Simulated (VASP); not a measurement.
Wanted: the native input for a VASP 6.6.1 run.

- Task: single point
- Functional: r2SCAN
- Potentials or basis: VASP PAW PBE potentials, release 64 (Ga_d, P)
- Cutoff: 520 eV
- k mesh: 8 × 8 × 8
- Occupations: gaussian, width 0.01 eV
- Spin: no spin polarisation
- Dipole correction: no
- Further INCAR settings: ALGO = Normal; EDIFF = 1e-06; NBANDS = 16

GaP:

```
Ga P
1.0
     0.00000    2.62811    2.72541
     2.72541    0.00000    2.72541
     2.72541    2.62811    0.00000
Ga P
1 1
Cartesian
  0.0000 0.0000 0.0000
  1.3627 1.3141 1.3627
```

This cell differs from its parent crystal: uniaxial y strain -3.6%.

One way to write it, as run:

POSCAR

```
GaP
1.0
    0.0000000000      2.6281130643      2.7254102088
    2.7254102088      0.0000000000      2.7254102088
    2.7254102088      2.6281130643      0.0000000000
Ga P
1 1
Direct
    0.0000000000      0.0000000000      0.0000000000
    0.2500000000      0.2500000000      0.2500000000
```

INCAR.step1

```
SYSTEM = GaP
  PREC = Accurate
  ENCUT = 520
  ISMEAR = 0
  SIGMA = 0.01
  LREAL = .False.
  LASPH = .True.
  NELM = 60
  NBANDS = 16
  GGA = PE
  ALGO = Normal
  EDIFF = 1E-4
  LWAVE = .True.
  LCHARG = .False.
```

INCAR.step2

```
SYSTEM = GaP
  PREC = Accurate
  ENCUT = 520
  EDIFF = 1E-6
  ISMEAR = 0
  SIGMA = 0.01
  LREAL = .False.
  LASPH = .True.
  NELM = 60
  ALGO = Normal
  ISIF = 2
  LWAVE = .False.
  LCHARG = .False.
  METAGGA = R2SCAN
  LMIXTAU = .True.
  NBANDS = 16
  ISTART = 1
```

KPOINTS

```
regular mesh
0
Gamma
  8 8 8
  0 0 0
```

Potentials or basis: VASP PAW PBE potentials, release 64 (Ga_d, P).

Run with:

```sh
$ cat potpaw_PBE.64/Ga_d/POTCAR potpaw_PBE.64/P/POTCAR > POTCAR
$ cp INCAR.step1 INCAR
$ mpirun -np 1 vasp_std > vasp.out
$ cp INCAR.step2 INCAR
$ mpirun -np 1 vasp_std > vasp.out
```

Results of the run:

```
Pressure               : 3.4 GPa
Band gap on the k mesh : 1.47 eV, indirect (least direct gap 2.52 eV)
```

Caveat: the cell differs from its parent crystal (uniaxial y strain -3.6%); the PAW data sets were made with another functional, which shifts forces and pressure a little.

Wall time 57 s on 1 thread of Intel(R) Xeon(R) 6975P-C (Granite Rapids), on a shared host, peak memory 0.18 GiB.
